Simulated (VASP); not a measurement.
The system is O.

```
CELL_PARAMETERS angstrom
2.70150 -1.71450 0.00000
2.70150 1.71450 0.00000
-1.96499 0.00000 3.74799
ATOMIC_POSITIONS crystal
O 0.06400 0.06400 0.15300
O 0.93600 0.93600 0.84700
```

| Quantity | Value |
| --- | --- |
| Program | VASP 6.6.1 |
| Task | relaxation of cell and atoms |
| Functional | PBE |
| Potentials or basis | VASP PAW PBE potentials, release 64 (O) |
| Cutoff | 600 eV |
| k mesh | 6 × 6 × 4 |
| Occupations | gaussian, width 0.1 eV |
| Spin | no spin polarisation |

At the start: pressure 11.0 GPa; volume 17.36 Å³/atom.

Question: Where does the relaxation end?

Answer: Over 64 steps the energy falls by 436.2 meV/atom and the volume is 12.54 Å³/atom (-27.8 %); space group C2/m (No. 12, to 0.05 Å).

The path:
```
step  energy change (eV)  largest force (eV/Å)  pressure (GPa)  volume (Å³)
   1              0.0000                7.9583           10.98        34.72
   3              4.6642                5.1518          -18.95        38.81
   5              0.6536                7.2080          -18.32        35.85
   7             -0.1935                3.3117           -9.42        35.01
   9             -0.2823                1.2959           -5.38        34.79
  11             -0.2914                0.7029           -4.25        34.74
  13             -0.2927                0.5529           -3.94        34.72
  15             -0.2930                0.5162           -3.85        34.72
  17             -0.2931                0.5067           -3.83        34.72
  19             -0.2931                0.5041           -3.83        34.72
  21             -0.3046                0.8127           -1.54        34.14
  23             -0.3961                0.7287           -2.05        31.50
  25             -0.5802                1.8998           -0.23        20.86
  27             -0.6446                1.1666           -2.88        22.86
  29             -0.6779                0.9155            0.15        22.28
  31             -0.7247                0.8521            2.00        20.52
  33             -0.7486                0.4252            4.54        20.01
  35             -0.7598                0.5287            3.12        20.02
  37             -0.7679                0.2049            3.63        20.25
  39             -0.7781                0.3396            2.53        20.94
  41             -0.7878                0.5207            0.21        21.68
  43             -0.8005                0.5917            0.89        22.96
  45             -0.8086                0.3130           -2.23        23.85
  47             -0.8179                0.2514           -1.24        24.46
  49             -0.8273                0.6543           -3.47        24.76
  51             -0.8381                0.5260           -2.86        24.85
  53             -0.8523                0.6643            0.57        25.11
  55             -0.8596                0.3764           -0.80        25.09
  57             -0.8713                0.1452           -0.21        25.10
  59             -0.8720                0.0982            0.02        25.09
  61             -0.8722                0.0700           -0.22        25.09
  63             -0.8724                0.0573            0.06        25.08
  64             -0.8724                0.0228           -0.01        25.08
```

Final structure:
```
O
1.0
     1.67761   -1.69669   -0.05875
     1.67761    1.69669   -0.05875
    -1.22583    0.00000    4.44839
O
2
Direct
  0.05720 0.05720 0.13956
  0.94280 0.94280 0.86044
```

Caveat: the k points lie up to 0.45 Å⁻¹ apart in the final cell; the standard files for N, O and F lose accuracy on very short bonds; spin is off for a triplet molecule; the volume moved by over 15 % at a fixed basis, so the end points are rough; the volume moved by -28 % from the deposited cell, more than functionals usually miss.
